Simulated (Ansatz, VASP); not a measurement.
**One calculation of Cu, two programs**

```
Cu
1.0
    -1.44279    1.44279    1.37608
     1.44279   -1.44279    1.37608
     1.44279    1.44279   -1.37608
Cu
1
Direct
  0.00000 0.00000 0.00000
```

Alike in both runs: task single point; functional LDA; k mesh 14 × 14 × 14; occupations fermi-dirac, width 0.1 eV; no spin polarisation.

|  | VASP | Ansatz |
| --- | --- | --- |
| version | VASP 6.6.1 | Ansatz 0.2.0 |
| potentials or method | VASP PAW LDA potentials, release 64 (Cu) | plane waves, PAW |
| plane-wave cutoff (eV) | 520 | 420 |
| valence electrons in the cell | 11 | 19 |

```tsv
	VASP	Ansatz	Ansatz less VASP
gap on the k mesh at the Fermi level (eV)	none	none	-
pressure (GPa)	-6.9	-7.8	-0.86
traceless stress, the component that is largest in VASP (GPa)	-0.40	-0.39	+0.011
```

LDA's correlation is that of Perdew and Zunger in VASP and of Perdew and Wang (1992) in Ansatz. A gap of «none» marks a metal or a gap that the smearing closes. VASP's potentials hold 11 valence electrons a cell and Ansatz's 19, so a difference there can come from the potentials and not from the codes.
